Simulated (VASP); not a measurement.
CO2 (CO2-I): single point with PBEsol

Crystal: CO2 (CO2-I).

```
C O
1.0
     4.62742    0.00000    0.00000
     0.00000    4.62742    0.00000
     0.00000    0.00000    4.62742
C O
4 8
Direct
  0.00000 0.00000 0.00000
  0.50000 0.00000 0.50000
  0.50000 0.50000 0.00000
  0.00000 0.50000 0.50000
  0.14404 0.14404 0.14404
  0.85596 0.85596 0.85596
  0.35596 0.85596 0.64404
  0.64404 0.14404 0.35596
  0.64404 0.35596 0.85596
  0.35596 0.64404 0.14404
  0.85596 0.64404 0.35596
  0.14404 0.35596 0.64404
```

```json
{
  "Program": "VASP 6.6.1",
  "Task": "single point",
  "Functional": "PBEsol",
  "Potentials or basis": "VASP PAW PBE potentials, release 64 (C, O)",
  "Cutoff": "520 eV",
  "k mesh": "4 × 4 × 4",
  "Occupations": "gaussian, width 0.01 eV",
  "Spin": "no spin polarisation",
  "Dipole correction": "no",
  "Further INCAR settings": "ALGO = Normal; EDIFF = 1e-06; NBANDS = 44"
}
```

```
Pressure               : 33.2 GPa
Largest force          : 0.779 eV/Å
Band gap on the k mesh : 6.69 eV, indirect (least direct gap 6.87 eV)
```

Forces in eV/Å, atoms in the order of the input:
```
C    0.000  0.000  0.000
C    0.000  0.000  0.000
C    0.000  0.000  0.000
C    0.000  0.000  0.000
O    0.450  0.450  0.450
O   -0.450 -0.450 -0.450
O   -0.450 -0.450  0.450
O    0.450  0.450 -0.450
O    0.450 -0.450 -0.450
O   -0.450  0.450  0.450
O   -0.450  0.450 -0.450
O    0.450 -0.450  0.450
```

Levels at points of the mesh, in eV from the valence-band top:
```
           k point  band 28  band 29  band 30  band 31  band 32  band 33  band 34  band 35  band 36  band 37
(0.00, 0.00, 0.00)    -0.71    -0.71    -0.71     0.00     0.00     7.01     7.01     7.01     8.00     8.13
(0.50, 0.00, 0.00)    -1.24    -0.95    -0.95    -0.14    -0.14     6.94     6.94     7.54     7.54     8.19
(0.50, 0.50, 0.00)    -1.08    -0.77    -0.77    -0.77    -0.77     6.94     6.94     6.94     6.94     8.67
(0.50, 0.50, 0.50)    -1.31    -1.04    -1.04    -1.04    -1.04     6.79     6.79     6.79     6.79     9.26
```

Run time: 70 s on 1 thread of AMD EPYC 7R13 (shared host), peak memory 0.17 GiB.

Caveat: the PAW data sets were made with another functional, which shifts forces and pressure a little. A k mesh can miss the band edges.
